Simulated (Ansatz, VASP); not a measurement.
**One calculation of ZnCu3, two programs**

File INCAR:

```
  ALGO = Normal
  DIPOL = 0.5 0.5 0.500
  EDIFF = 1E-6
  ENCUT = 520
  GGA = CA
  IDIPOL = 3
  ISIF = 2
  ISMEAR = -1
  LASPH = True
  LCHARG = True
  LDIPOL = True
  LELF = True
  LREAL = False
  LVACPOTAV = True
  LVHAR = True
  LWAVE = False
  NBANDS = 30
  NELM = 80
  PREC = Accurate
  SIGMA = 0.08
```

KPOINTS

```
k-points
0
Gamma
  15 15 1
```

Contents of POSCAR:

```
ZnCu3
1.0
    2.4874897871      0.0000000000      0.0000000000
    0.0000000000      2.4874897871      0.0000000000
    0.0000000000      0.0000000000     21.2768000000
Cu Zn
3 1
Direct
    0.2500000000      0.2500000000      0.3779490877
    0.2500000000      0.2500000000      0.5417020740
    0.7500000000      0.7500000000      0.6220509211
    0.7500000000      0.7500000000      0.4582979167
```

Input for Ansatz:

```yaml
crystal:
  lattice:
    - [2.4874897871, 0.0, 0.0]
    - [0.0, 2.4874897871, 0.0]
    - [0.0, 0.0, 21.2768]
  atoms:
    - { symbol: Cu, position: [0.25, 0.25, 0.3779490877] }
    - { symbol: Zn, position: [0.75, 0.75, 0.4582979167] }
    - { symbol: Cu, position: [0.25, 0.25, 0.541702074] }
    - { symbol: Cu, position: [0.75, 0.75, 0.6220509211] }
kpoints:
  mp_grid: { grid: [15, 15, 1] }
scf:
  occupations: { method: fermi_dirac, width: 0.08 }
hamiltonian:
  xc: lda
  pseudopotentials: { kind: all_electron, lapw: { basis_error: 0.001 } }
output:
  forces: true
  stress: true
  eigenvalues: true
efield:
  axis: 3
  amplitude: 0
  dipole_correction: true
```

Alike in both runs: task single point; functional LDA; k mesh 15 × 15 × 1; occupations fermi-dirac, width 0.08 eV; no spin polarisation.

```csv
,VASP,Ansatz
version,VASP 6.6.1,Ansatz 0.2.0
potentials or method,"VASP PAW LDA potentials, release 64 (Cu, Zn), cutoff 520 eV","all-electron LAPW, scalar-relativistic"
```

```tsv
	VASP	Ansatz	Ansatz less VASP
rms of the force components (eV/Å)	0.163	0.144	-0.0195
```

LDA's correlation is that of Perdew and Zunger in VASP and of Perdew and Wang (1992) in Ansatz. Ansatz ran all-electron here, and VASP with PAW potentials.
